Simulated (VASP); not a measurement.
## AlN: single point with r2SCAN

AlN:

```
Al N
1.0
     0.00546    2.18490    2.18490
     2.18490    0.00546    2.18490
     2.19036    2.19036    0.00000
Al N
1 1
Direct
  0.00000 0.00000 0.00000
  0.75000 0.75000 0.75000
```

This cell differs from its parent crystal: strain +0.0050 x Voigt [0, 0, 0, 0, 0, 1].

```json
{
  "Program": "VASP 6.6.1",
  "Task": "single point",
  "Functional": "r2SCAN",
  "Potentials or basis": "VASP PAW PBE potentials, release 64 (Al, N)",
  "Cutoff": "520 eV",
  "k mesh": "10 × 10 × 10",
  "Occupations": "gaussian, width 0.05 eV",
  "Spin": "no spin polarisation"
}
```

```json
{
  "Pressure": "-0.4 GPa",
  "Largest force": "0.044 eV/Å",
  "Band gap on the k mesh": "3.92 eV, indirect (least direct gap 4.87 eV)"
}
```

Forces in eV/Å, atoms in the order of the input:
```
Al   0.000  0.000 -0.044
N    0.000  0.000  0.044
```

Stress tensor (GPa, compression positive):
```
-0.39 -1.19  0.00
-1.19 -0.39  0.00
 0.00  0.00 -0.39
```

Levels at points of the mesh, in eV from the valence-band top:
```csv
k point,band 1,band 2,band 3,band 4,band 5,band 6,band 7,band 8
"(0.00, 0.00, 0.00)",-15.75,-0.03,-0.01,0.00,4.87,13.43,13.50,13.56
"(0.50, 0.00, 0.00)",-13.73,-5.90,-0.51,-0.51,8.16,10.80,11.87,11.92
"(0.50, 0.50, 0.00)",-13.11,-4.96,-1.85,-1.79,3.92,9.46,15.17,16.91
"(0.00, 0.00, 0.50)",-13.75,-5.91,-0.49,-0.49,8.21,10.80,11.92,11.98
"(0.50, 0.00, 0.50)",-13.11,-4.96,-1.82,-1.82,3.92,9.46,15.17,16.92
```

Wall time 96 s on 1 thread of Intel Xeon 8259CL (shared host), peak memory 0.17 GiB.

Caveat: the cell differs from its parent crystal (strain +0.0050 x Voigt [0, 0, 0, 0, 0, 1]); the PAW data sets were made with another functional, which shifts forces and pressure a little. A k mesh can miss the band edges.
